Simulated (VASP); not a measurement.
Wanted: the native input for a VASP 6.6.1 run.

```
Task                   : single point
Functional             : PBE
Potentials or basis    : VASP PAW PBE potentials, release 64 (Sc_sv, Fe, C, N)
Cutoff                 : 600 eV
k mesh                 : 4 × 4 × 4
Occupations            : gaussian, width 0.1 eV
Spin                   : collinear spin, ferromagnetic start
Starting moments       : [0.0, 4.0, 0.0, 0.0, 0.0, 0.0, 0.0, 0.0, 0.0, 0.0, 0.0, 0.0, 0.0, 0.0] μB
Dipole correction      : no
Further INCAR settings : ALGO = Normal; EDIFF = 1e-06; NBANDS = 54
```

The structure of ScFeC6N6 lies in POSCAR:

```
ScFeC6N6
1.0
    0.0000000000      5.2582060347      5.2582060347
    5.2582060347      0.0000000000      5.2582060347
    5.2582060347      5.2582060347      0.0000000000
Sc Fe C N
1 1 6 6
Direct
    0.5000000000      0.5000000000      0.5000000000
    0.0000000000      0.0000000000      0.0000000000
    0.8195663751      0.1804336249      0.1804336249
    0.1804336249      0.8195663751      0.1804336249
    0.1804336249      0.1804336249      0.8195663751
    0.1804336249      0.8195663751      0.8195663751
    0.8195663751      0.1804336249      0.8195663751
    0.8195663751      0.8195663751      0.1804336249
    0.7083722996      0.2916277004      0.2916277004
    0.2916277004      0.7083722996      0.2916277004
    0.2916277004      0.2916277004      0.7083722996
    0.2916277004      0.7083722996      0.7083722996
    0.7083722996      0.2916277004      0.7083722996
    0.7083722996      0.7083722996      0.2916277004
```

These files were run (other wordings do the same):

INCAR

```
ALGO = Normal ; EDIFF = 1E-6
ENCUT = 600 ; GGA = PE
GGA_COMPAT = False ; ISIF = 2
ISMEAR = 0 ; ISPIN = 2
LASPH = True ; LCHARG = False
LMAXMIX = 4 ; LORBIT = 11
LREAL = False ; LWAVE = False
MAGMOM = 0 4 0 0 0 0 0 0 0 0 0 0 0 0 ; NBANDS = 54
NELM = 200 ; PREC = Accurate
SIGMA = 0.1
```

KPOINTS

```
k-points
0
Gamma
  4 4 4
```

Potentials or basis: VASP PAW PBE potentials, release 64 (Sc_sv, Fe, C, N).

Launch:

```console
$ cat potpaw_PBE.64/Sc_sv/POTCAR potpaw_PBE.64/Fe/POTCAR potpaw_PBE.64/C/POTCAR potpaw_PBE.64/N/POTCAR > POTCAR
$ mpirun -np 1 vasp_std > vasp.out
```

Results of the run:

```yaml
Pressure: 0.5 GPa
Largest_force: 0.349 eV/Å
Band_gap_on_the_k_mesh: zero (filled and empty bands overlap)
Net_moment: 1.00 μB per cell
Site_moments: Sc -0.01; Fe +0.90; C -0.02; N +0.03 μB
Valence_electrons_inside_the_program's_atomic_spheres: Sc 9.28; Fe 8.00; C 2.58; N 3.90
```

Caveat: a cell with one magnetic atom can't hold antiferromagnetic order, which such compounds often take.

It took 8.4 min on 1 thread of Intel(R) Xeon(R) Platinum 8488C (Sapphire Rapids), on a shared host, peak memory 0.8 GiB.
